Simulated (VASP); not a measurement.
# SnO2 (P4_2/mnm) in VASP: further runs

Runs on SnO2. Level: PBE+D3(BJ). Tasks: single point, relaxation of cell and atoms.

All numbers are computed with VASP 6.6.1; they aren't measurements. Logs are shortened: lines on timing, memory, paths and dates and some standing lists are left out, and cuts for length are marked.

### 1 The cell of the first run

It takes space group P4_2/mnm (No. 136, tetragonal). Conventional cell: a = 4.794 Å, b = 4.794 Å, c = 3.230 Å, α = 90.00°, β = 90.00°, γ = 90.00°. Sn (site symmetry mmm) has 6 O at 2.08 Å within 2.7 Å. O (site symmetry m2m) has 3 Sn at 2.08 Å and 1 O at 2.63 Å within 2.7 Å.

### 2 Single point, PBE+D3(BJ)

Input file INCAR:

```
SYSTEM = SnO2
PREC = Accurate
ENCUT = 520
EDIFF = 1E-7
ISMEAR = 0
SIGMA = 0.02
LREAL = .FALSE.
LASPH = .TRUE.
NELM = 80
ALGO = Normal
ISIF = 2
LWAVE = .FALSE.
LCHARG = .FALSE.
GGA = PE
IVDW = 12
NBANDS = 35
```

Input file KPOINTS:

```
Automatic mesh
0
G
  6 6 8
  0 0 0
```

Input file POSCAR:

```
SnO2
1.0
    4.7937390758      0.0000000000      0.0000000000
    0.0000000000      4.7937390758      0.0000000000
    0.0000000000      0.0000000000      3.2299163729
Sn O
2 4
Direct
    0.0000000000      0.0000000000      0.0000000000
    0.5000000000      0.5000000000      0.5000000000
    0.3062126945      0.3062126945      0.0000000000
    0.1937873055      0.8062126945      0.5000000000
    0.6937873055      0.6937873055      0.0000000000
    0.8062126945      0.1937873055      0.5000000000
```

Potentials or basis: VASP PAW PBE potentials, release 64 (Sn_d, O).

The run is started by

```console
> cat potpaw_PBE.64/Sn_d/POTCAR potpaw_PBE.64/O/POTCAR > POTCAR
> mpirun -np 1 vasp_std > vasp.out
```

OUTCAR:

```text
SYSTEM = SnO2
   PREC = Accurate
   ENCUT = 520
   EDIFF = 1E-7
   ISMEAR = 0
   LREAL = .FALSE.
   LASPH = .TRUE.
   NELM = 80
   ISIF = 2
   GGA = PE
   IVDW = 12
 IVDW          = 12

 ion  position               nearest neighbor table
   1  0.000  0.000  0.000-   3 2.08   5 2.08   4 2.08   6 2.08   4 2.08   6 2.08   2 3.75   2 3.75
                             2 3.75   2 3.75   2 3.75   2 3.75   2 3.75   2 3.75
   2  0.500  0.500  0.500-   4 2.08   6 2.08   5 2.08   3 2.08   3 2.08   5 2.08   1 3.75   1 3.75
                             1 3.75   1 3.75   1 3.75   1 3.75   1 3.75   1 3.75
   3  0.306  0.306  0.000-   1 2.08   2 2.08   2 2.08
   4  0.194  0.806  0.500-   2 2.08   1 2.08   1 2.08
   5  0.694  0.694  0.000-   1 2.08   2 2.08   2 2.08
   6  0.806  0.194  0.500-   2 2.08   1 2.08   1 2.08

  LATTYP: Found a simple tetragonal cell.
 ALAT       =     4.7937390758
 C/A-ratio  =     0.6737780930

  Lattice vectors:

 A1 = (   4.7937390758,   0.0000000000,   0.0000000000)
 A2 = (   0.0000000000,   4.7937390758,   0.0000000000)
 A3 = (   0.0000000000,   0.0000000000,   3.2299163729)

Analysis of symmetry for initial positions (statically):
=====================================================================
 Subroutine PRICEL returns:
 Original cell was already a primitive cell.

 Routine SETGRP: Setting up the symmetry group for a
 simple tetragonal supercell.

 Subroutine GETGRP returns: Found 16 space group operations
 (whereof  8 operations were pure point group operations)
 out of a pool of 16 trial point group operations.

The static configuration has the point symmetry D_2h.
 The point group associated with its full space group is D_4h.

Analysis of symmetry for dynamics (positions and initial velocities):
=====================================================================
 Subroutine PRICEL returns:
 Original cell was already a primitive cell.

 Routine SETGRP: Setting up the symmetry group for a
 simple tetragonal supercell.

 Subroutine GETGRP returns: Found 16 space group operations
 (whereof  8 operations were pure point group operations)
 out of a pool of 16 trial point group operations.

The dynamic configuration has the point symmetry D_2h.
 The point group associated with its full space group is D_4h.

 Subroutine INISYM returns: Found 16 space group operations
 (whereof  8 operations are pure point group operations),
 and found     1 'primitive' translations

----------------------------------------------------------------------------------------

[... 106 lines left out ...]
   ISIF   =      2    stress and relaxation
   ISYM   =      2    0-nonsym 1-usesym 2-fastsym
   POTIM  = 0.5000    time-step for ionic-motion
   TEBEG  =    0.0;   TEEND  =   0.0 temperature during run
   PSTRESS=    0.0 pullay stress
   NELECT =      52.0000    total number of electrons
   NUPDOWN=      -1.0000    fix difference up-down
   EMIN   =  10.00;   EMAX   =-10.00  energy-range for DOS
   EFERMI =   0.00;   METHOD = LEGACY
   ISMEAR =     0;   SIGMA  =   0.02  broadening in eV -4-tet -1-fermi 0-gaus
   EFERMI_NEDOS =   21; number of points for ismear=-14 and -15
   IALGO  =     38    algorithm
   IMIX   =      4    mixing-type and parameters
     AMIX     =   0.40;   BMIX     =  1.00
     AMIX_MAG =   1.60;   BMIX_MAG =  1.00
  volume/ion in A,a.u.               =      12.37        83.48
  Fermi-wavevector in a.u.,A,eV,Ry     =   1.453994  2.747650 28.764054  2.114098
  Thomas-Fermi vector in A             =   2.571196
   LORBIT       =      0    0 simple, 1 ext, 2 COOP (PROOUT), +10 PAW based schemes
   GGA     = PE    functional components
   LHFCALC =     F    Hartree Fock is set to
   AEXX    =    0.0000 exact exchange contribution
   IVDW    =    12    specifies the selected vdW correction
   LEPSILON=     F    determine dielectric tensor
   LRPA    =     F    only Hartree local field effects (RPA)
 non-spin polarized calculation
 Gauss-broadening in eV      SIGMA  =   0.02
  energy-cutoff  :      520.00
  volume of cell :       74.22
 maximum number of plane-waves:      2032
 NGX is ok and might be reduce to    36
   NGX = 17   NGY = 17   NGZ = 13

 number of electron      52.0000009 magnetization

 Free energy of the ion-electron system (eV)
  ---------------------------------------------------
  ext. energy  EPLUGINS =         0.00000000
  ---------------------------------------------------
  free energy    TOTEN  =       -37.29407549 eV

  energy without entropy =      -37.29407549  energy(sigma->0) =      -37.29407549

 E-fermi :   5.9156     XC(G=0): -11.0652

 val. band max:        5.7210440463   @ k =   0.0000   0.0000   0.0000
 cond. band min:       6.5468997523   @ k =   0.0000   0.0000   0.0000
 fundamental gap:      0.8258557060
 Fermi energy:         5.9156127397

 k-point     1 :       0.0000    0.0000    0.0000
  band No.  band energies     occupation
      1     -15.3346      2.00000
      2     -14.6233      2.00000
      3     -14.4220      2.00000
      4     -14.3947      2.00000
      5     -14.3947      2.00000
      6     -14.3321      2.00000
[... 901 lines left out ...]
     34      17.8699      0.00000
     35      18.0903      0.00000

 [... further k-points ...]

------------------------ aborting loop because EDIFF is reached ----------------------------------------

 Edisp (eV)   -1.28944

 E8    (eV) :    -0.5184

  FORCE on cell =-STRESS in cart. coord.  units (eV):
  Direction    XX          YY          ZZ          XY          YZ          ZX
  --------------------------------------------------------------------------------------
  -------------------------------------------------------------------------------------
  Total       0.24884     0.24884     0.38451    -0.00000     0.00000     0.00000
  in kB       5.37146     5.37146     8.29995    -0.00000     0.00000     0.00000
  external pressure =        6.35 kB  Pullay stress =        0.00 kB

 VOLUME and BASIS-vectors are now :
 -----------------------------------------------------------------------------
  energy-cutoff  :      520.00
  volume of cell :       74.22
      direct lattice vectors                 reciprocal lattice vectors
     4.793739076  0.000000000  0.000000000     0.208605430  0.000000000  0.000000000
     0.000000000  4.793739076  0.000000000     0.000000000  0.208605430  0.000000000
     0.000000000  0.000000000  3.229916373     0.000000000  0.000000000  0.309605539

 POSITION                                       TOTAL-FORCE (eV/Angst)
 -----------------------------------------------------------------------------------
      0.00000      0.00000      0.00000         0.000000     -0.000000      0.000000
      2.39687      2.39687      1.61496         0.000000     -0.000000      0.000000
      1.46790      1.46790      0.00000        -0.010700     -0.010700      0.000000
      0.92897      3.86477      1.61496         0.010700     -0.010700      0.000000
      3.32584      3.32584      0.00000         0.010700      0.010700      0.000000
      3.86477      0.92897      1.61496        -0.010700      0.010700      0.000000
 -----------------------------------------------------------------------------------
    total drift:                                0.000000      0.000000      0.000000

  FREE ENERGIE OF THE ION-ELECTRON SYSTEM (eV)
  ---------------------------------------------------
  free  energy   TOTEN  =       -38.5835143935 eV

  energy  without entropy=      -38.5835143935  energy(sigma->0) =      -38.58351439
```

OSZICAR:

```text
N       E                     dE             d eps       ncg     rms          rms(c)
DAV:   1     0.630135026559E+03    0.63014E+03   -0.25583E+04  3892   0.229E+03
DAV:   2     0.549722177070E+02   -0.57516E+03   -0.54118E+03  3804   0.605E+02
DAV:   3    -0.386325843095E+02   -0.93605E+02   -0.91997E+02  3879   0.205E+02
DAV:   4    -0.433379427367E+02   -0.47054E+01   -0.46732E+01  4365   0.495E+01
DAV:   5    -0.434631897760E+02   -0.12525E+00   -0.12505E+00  4429   0.851E+00    0.158E+01
DAV:   6    -0.372163636658E+02    0.62468E+01   -0.17543E+01  5512   0.642E+01    0.610E+00
DAV:   7    -0.373242381128E+02   -0.10787E+00   -0.20096E+00  3974   0.786E+00    0.319E+00
DAV:   8    -0.373008652406E+02    0.23373E-01   -0.17781E-01  5410   0.396E+00    0.745E-01
DAV:   9    -0.372932466427E+02    0.76186E-02   -0.35119E-02  5687   0.287E+00    0.130E-01
DAV:  10    -0.372939808127E+02   -0.73417E-03   -0.39636E-03  4535   0.540E-01    0.473E-02
DAV:  11    -0.372940771211E+02   -0.96308E-04   -0.19958E-04  5202   0.115E-01    0.168E-02
DAV:  12    -0.372940778871E+02   -0.76595E-06   -0.13826E-05  5151   0.252E-02    0.115E-02
DAV:  13    -0.372940752411E+02    0.26460E-05   -0.72718E-06  4972   0.397E-02    0.169E-03
DAV:  14    -0.372940753895E+02   -0.14840E-06   -0.62057E-07  4104   0.555E-03    0.126E-03
DAV:  15    -0.372940754874E+02   -0.97913E-07   -0.23542E-08  2354   0.125E-03
   1 F= -.38583514E+02 E0= -.38583514E+02  d E =-.309295E-45
```

stdout:

```text
POSCAR found type information on POSCAR SnO
 POSCAR found :  2 types and       6 ions
 scaLAPACK will be used
 LDA part: xc-table for (Slater+PW92), standard interpolation
 POSCAR, INCAR and KPOINTS ok, starting setup
 FFT: planning ... GRIDC
 FFT: planning ... GRID_SOFT
 FFT: planning ... GRID
 WAVECAR not read
 entering main loop
```

Run time: 4 min. Hardware: 1 thread of AMD EPYC 7R13, shared host; peak memory 0.21 GiB.

What came out:

```yaml
Free_energy: -38.5835 eV
Pressure: 0.6 GPa
Largest_force: 0.015 eV/Å
Band_gap_on_the_k_mesh: 0.83 eV, direct
Dispersion_energy_per_atom: -0.215 eV
```

Forces on the atoms (eV/Å):
```
Sn   0.000  0.000  0.000
Sn   0.000  0.000  0.000
O   -0.011 -0.011  0.000
O    0.011 -0.011  0.000
O    0.011  0.011  0.000
O   -0.011  0.011  0.000
```

Stress tensor (GPa, compression positive):
```
0.54 0.00 0.00
0.00 0.54 0.00
0.00 0.00 0.83
```

Levels at points of the mesh, in eV from the valence-band top:
```
           k point  band 23  band 24  band 25  band 26  band 27  band 28  band 29  band 30
(0.00, 0.00, 0.00)    -1.26    -0.75    -0.75     0.00     0.83     5.82     6.12     6.12
(0.50, 0.00, 0.00)    -1.21    -1.21    -0.61    -0.61     4.04     4.04     6.87     6.87
(0.50, 0.50, 0.00)    -1.33    -1.33    -0.86    -0.86     4.44     4.44     7.25     7.25
(0.00, 0.00, 0.50)    -1.57    -1.57    -1.20    -1.20     5.76     5.76     9.49     9.49
(0.50, 0.00, 0.50)    -1.04    -1.04    -0.73    -0.73     6.03     6.03     7.76     7.76
(0.50, 0.50, 0.50)    -0.93    -0.93    -0.79    -0.79     4.49     4.49     8.72     8.72
```

Caveat: spin-orbit coupling is left out, which moves the levels of the heavy elements.

### 3 Relaxation of cell and atoms, PBE+D3(BJ)

This run uses another cell than the first one, of 12.58 Å³/atom, 1.017 times its volume.

Input file INCAR:

```
PREC = Accurate
ENCUT = 600
EDIFF = 1E-6
ISMEAR = 0
SIGMA = 0.02
LREAL = F
LASPH = T
NELM = 60
ALGO = Normal
ISIF = 3
LWAVE = F
LCHARG = F
GGA = PE
IVDW = 12
IBRION = 2
NSW = 70
EDIFFG = -0.005
```

Input file KPOINTS:

```
regular mesh
0
Gamma
  6 6 8
```

Input file POSCAR:

```
SnO2
1.0
    4.8274196571      0.0000000000      0.0000000000
    0.0000000000      4.8274196571      0.0000000000
    0.0000000000      0.0000000000      3.2380690932
Sn O
2 4
Direct
    0.0000000000      0.0000000000      0.0000000000
    0.5000000000      0.5000000000      0.5000000000
    0.3065442635      0.3065442635      0.0000000000
    0.1934557365      0.8065442635      0.5000000000
    0.6934557365      0.6934557365      0.0000000000
    0.8065442635      0.1934557365      0.5000000000
```

Potentials or basis: VASP PAW PBE potentials, release 64 (Sn_d, O).

The run is started by

```console
> cat potpaw_PBE.64/Sn_d/POTCAR potpaw_PBE.64/O/POTCAR > POTCAR
> mpirun -np 1 vasp_std > vasp.out
```

OUTCAR:

```text
PREC = Accurate
   ENCUT = 600
   EDIFF = 1E-6
   ISMEAR = 0
   LREAL = F
   LASPH = T
   NELM = 60
   ISIF = 3
   GGA = PE
   IVDW = 12
   IBRION = 2
   NSW = 70
   EDIFFG = -0.005
 IVDW          = 12

 ion  position               nearest neighbor table
   1  0.000  0.000  0.000-   4 2.09   6 2.09   4 2.09   6 2.09   5 2.09   3 2.09
   2  0.500  0.500  0.500-   3 2.09   5 2.09   3 2.09   5 2.09   4 2.09   6 2.09
   3  0.307  0.307  0.000-   2 2.09   2 2.09   1 2.09
   4  0.193  0.807  0.500-   1 2.09   1 2.09   2 2.09
   5  0.693  0.693  0.000-   2 2.09   2 2.09   1 2.09
   6  0.807  0.193  0.500-   1 2.09   1 2.09   2 2.09

  LATTYP: Found a simple tetragonal cell.
 ALAT       =     4.8274196571
 C/A-ratio  =     0.6707660248

  Lattice vectors:

 A1 = (   4.8274196571,   0.0000000000,   0.0000000000)
 A2 = (   0.0000000000,   4.8274196571,   0.0000000000)
 A3 = (   0.0000000000,   0.0000000000,   3.2380690932)

Analysis of symmetry for initial positions (statically):
=====================================================================
 Subroutine PRICEL returns:
 Original cell was already a primitive cell.

 Routine SETGRP: Setting up the symmetry group for a
 simple tetragonal supercell.

 Subroutine GETGRP returns: Found 16 space group operations
 (whereof  8 operations were pure point group operations)
 out of a pool of 16 trial point group operations.

The static configuration has the point symmetry D_2h.
 The point group associated with its full space group is D_4h.

Analysis of symmetry for dynamics (positions and initial velocities):
=====================================================================
 Subroutine PRICEL returns:
 Original cell was already a primitive cell.

 Routine SETGRP: Setting up the symmetry group for a
 simple tetragonal supercell.

 Subroutine GETGRP returns: Found 16 space group operations
 (whereof  8 operations were pure point group operations)
 out of a pool of 16 trial point group operations.

The dynamic configuration has the point symmetry D_2h.
 The point group associated with its full space group is D_4h.

 Subroutine INISYM returns: Found 16 space group operations
 (whereof  8 operations are pure point group operations),
 and found     1 'primitive' translations

[... 121 lines left out ...]
     AMIX     =   0.40;   BMIX     =  1.00
     AMIX_MAG =   1.60;   BMIX_MAG =  1.00
  volume/ion in A,a.u.               =      12.58        84.87
  Fermi-wavevector in a.u.,A,eV,Ry     =   1.446007  2.732558 28.448933  2.090938
  Thomas-Fermi vector in A             =   2.564125
   LORBIT       =      0    0 simple, 1 ext, 2 COOP (PROOUT), +10 PAW based schemes
   GGA     = PE    functional components
   LHFCALC =     F    Hartree Fock is set to
   AEXX    =    0.0000 exact exchange contribution
   IVDW    =    12    specifies the selected vdW correction
   LEPSILON=     F    determine dielectric tensor
   LRPA    =     F    only Hartree local field effects (RPA)
 conjugate gradient relaxation of ions
 non-spin polarized calculation
 Gauss-broadening in eV      SIGMA  =   0.02
  energy-cutoff  :      600.00
  volume of cell :       75.46
 maximum number of plane-waves:      2557
 NGX is ok and might be reduce to    40
   NGX = 19   NGY = 19   NGZ = 13

--------------------------------------- Ionic step        1  -------------------------------------------

 number of electron      52.0000001 magnetization

 Free energy of the ion-electron system (eV)
  ---------------------------------------------------
  ext. energy  EPLUGINS =         0.00000000
  ---------------------------------------------------
  free energy    TOTEN  =       -37.32029057 eV

  energy without entropy =      -37.32029057  energy(sigma->0) =      -37.32029057

------------------------ aborting loop because EDIFF is reached ----------------------------------------

 Edisp (eV)   -1.26734

 E8    (eV) :    -0.5094
[... 117 lines left out ...]
  FREE ENERGIE OF THE ION-ELECTRON SYSTEM (eV)
  ---------------------------------------------------
  free  energy   TOTEN  =       -38.5952672648 eV

  energy  without entropy=      -38.5952672648  energy(sigma->0) =      -38.59526726

[... ionic steps 4 to 9 ...]

--------------------------------------- Ionic step       10  -------------------------------------------

 number of electron      52.0000004 magnetization

------------------------ aborting loop because EDIFF is reached ----------------------------------------
[... 83 lines left out ...]
--------------------------------------- Ionic step       12  -------------------------------------------

 number of electron      52.0000004 magnetization

 Free energy of the ion-electron system (eV)
  ---------------------------------------------------
  ext. energy  EPLUGINS =         0.00000000
  ---------------------------------------------------
  free energy    TOTEN  =       -37.30962406 eV

  energy without entropy =      -37.30962406  energy(sigma->0) =      -37.30962406

 E-fermi :   5.8540     XC(G=0): -11.0540

 val. band max:        5.6947848939   @ k =   0.0000   0.0000   0.0000
 cond. band min:       6.4941789114   @ k =   0.0000   0.0000   0.0000
 fundamental gap:      0.7993940175
 Fermi energy:         5.8539944136

 k-point     1 :       0.0000    0.0000    0.0000
  band No.  band energies     occupation
      1     -15.3571      2.00000
      2     -14.6496      2.00000
      3     -14.4531      2.00000
      4     -14.4255      2.00000
      5     -14.4255      2.00000
      6     -14.3643      2.00000
[... 805 lines left out ...]
     30      14.1738      0.00000
     31      14.8694      0.00000

 [... further k-points ...]

------------------------ aborting loop because EDIFF is reached ----------------------------------------

 Edisp (eV)   -1.28654

 E8    (eV) :    -0.5172
[... 29 lines left out ...]
  FREE ENERGIE OF THE ION-ELECTRON SYSTEM (eV)
  ---------------------------------------------------
  free  energy   TOTEN  =       -38.5961676690 eV

  energy  without entropy=      -38.5961676690  energy(sigma->0) =      -38.59616767

 reached required accuracy - stopping structural energy minimisation
```

Wall time 22 min (1 thread of AMD EPYC 7R13, shared host); peak memory 0.26 GiB.

What came out:

```
Free energy                            : -38.5962 eV
Relaxed volume                         : 12.40 Å³/atom
Relaxed cell                           : a = 4.796 Å, b = 4.796 Å, c = 3.234 Å, α = 90.00°, β = 90.00°, γ = 90.00°
Space group after relaxing (to 0.05 Å) : P4_2/mnm (No. 136)
Energy gained by relaxing              : 1.4 meV/atom
Ionic steps                            : 12
Pressure after relaxing                : 0.0 GPa
Band gap on the k mesh                 : 0.80 eV, direct
Dispersion energy per atom             : -0.214 eV
```

Forces on the atoms (eV/Å):
```
Sn   0.000  0.000  0.000
Sn   0.000  0.000  0.000
O   -0.002 -0.002  0.000
O    0.002 -0.002  0.000
O    0.002  0.002  0.000
O   -0.002  0.002  0.000
```

The path:
```csv
step,energy change (eV),largest force (eV/Å),pressure (GPa),volume (Å³)
1,0.0000,0.0167,-2.36,75.46
2,0.0003,0.0930,2.63,73.45
3,-0.0076,0.0547,0.05,74.45
4,-0.0085,0.0031,0.01,74.39
5,-0.0085,0.0134,0.02,74.38
6,-0.0085,0.0113,0.04,74.38
7,-0.0085,0.0072,0.00,74.38
8,-0.0085,0.0097,0.04,74.38
9,-0.0085,0.0023,-0.07,74.41
10,-0.0085,0.0024,-0.07,74.41
11,-0.0085,0.0051,0.04,74.37
12,-0.0085,0.0023,-0.03,74.39
```

Final structure:
```xyz
6
Lattice="4.7962 0.0000 0.0000 0.0000 4.7962 0.0000 0.0000 0.0000 3.2336" Properties=species:S:1:pos:R:3 pbc="T T T"
Sn    0.0000    0.0000    0.0000
Sn    2.3981    2.3981    1.6168
O     1.4686    1.4686    0.0000
O     0.9296    3.8667    1.6168
O     3.3277    3.3277    0.0000
O     3.8667    0.9296    1.6168
```

Caveat: spin-orbit coupling is left out, which moves the levels of the heavy elements.
